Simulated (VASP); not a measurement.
Input of a VASP 6.6.1 run:

Contents of INCAR:

```
ALGO = Normal
EDIFF = 1E-7
EDIFFG = -0.05
ENCUT = 600
IBRION = 2
ISIF = 3
ISMEAR = 0
LASPH = T
LCHARG = F
LREAL = F
LWAVE = F
NELM = 100
NSW = 100
PREC = Accurate
SIGMA = 0.1
```

File KPOINTS:

```
k-points
0
Gamma
  8 8 8
```

File POSCAR:

```
Ag
1.0
    0.0000000000      2.0675000000      2.0675000000
    2.0675000000      0.0000000000      2.0675000000
    2.0675000000      2.0675000000      0.0000000000
Ag
1
Direct
    0.0000000000      0.0000000000      0.0000000000
```

Potentials or basis: VASP PAW LDA potentials, release 64 (Ag).

Command:

```bash
$ cat potpaw_LDA.64/Ag/POTCAR > POTCAR
$ mpirun -np 1 vasp_std > vasp.out
```

Question: Predict the band gap on the k mesh.

Answer: Zero (an odd number of electrons rules out a gap without spin polarisation).

Question: What does it give for the relaxed volume?

Answer: 16.13 Å³/atom.

Step by step:
```
step  energy change (eV)  largest force (eV/Å)  pressure (GPa)  volume (Å³)
   1              0.0000                0.0000           -9.73        17.68
   2             -0.0181                0.0000           11.20        15.07
   3             -0.0523                0.0000           -0.11        16.13
```

LDA usually gives volumes a few per cent too small. Zero-point motion and thermal expansion aren't in these numbers.
